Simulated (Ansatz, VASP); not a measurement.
**Two plane-wave programs on Rb**

Contents of INCAR:

```
SYSTEM = Rb
PREC = Accurate
ENCUT = 520
EDIFF = 1E-8
ISMEAR = -1
SIGMA = 0.08
LREAL = .FALSE.
LASPH = .TRUE.
NELM = 100
ALGO = Normal
ISIF = 2
LWAVE = .FALSE.
LCHARG = .FALSE.
LEFG = .TRUE.
NBANDS = 10
```

The input KPOINTS:

```
regular mesh
0
G
  10 10 10
  0 0 0
```

The input POSCAR:

```
Rb
1.0
    4.5936294374      0.0000000000      0.0000000000
    0.0000000000      4.5936294374      0.0000000000
    0.0000000000      0.0000000000      4.5936294374
Rb
1
Direct
    0.0000000000      0.0000000000      0.0000000000
```

Input for Ansatz:

```yaml
crystal:
  lattice:
    - [4.5936294374, 0.0, 0.0]
    - [0.0, 4.5936294374, 0.0]
    - [0.0, 0.0, 4.5936294374]
  atoms:
    - { symbol: Rb, position: [0.0, 0.0, 0.0] }
kpoints:
  mp_grid: { grid: [10, 10, 10] }
scf:
  occupations: { method: fermi_dirac, width: 0.08 }
hamiltonian:
  xc: lda
  pseudopotentials: { kind: paw }
output:
  forces: true
  stress: true
  eigenvalues: true
  efg: { contact_densities: true }
  write_density: true
  write_potential: true
  elf: true
  volumetric_format: npy
```

Alike in both runs: task electric field gradients; functional LDA; k mesh 10 × 10 × 10; occupations fermi-dirac, width 0.08 eV; no spin polarisation.

|  | VASP | Ansatz |
| --- | --- | --- |
| version | VASP 6.6.1 | Ansatz 0.2.0 |
| potentials or method | VASP PAW LDA potentials, release 64 (Rb_sv) | PAW with Ansatz's default frozen-core files, scalar-relativistic |
| plane-wave cutoff (eV) | 520 | 420 |
| valence electrons in the cell | 9 | 9 |

|  | VASP | Ansatz | Ansatz less VASP |
| --- | --- | --- | --- |
| gap on the k mesh at the Fermi level (eV) | none | none | - |
| pressure (GPa) | -0.3 | -0.3 | 0.00 |

LDA's correlation is that of Perdew and Zunger in VASP and of Perdew and Wang (1992) in Ansatz. A gap of «none» marks a metal or a gap that the smearing closes.
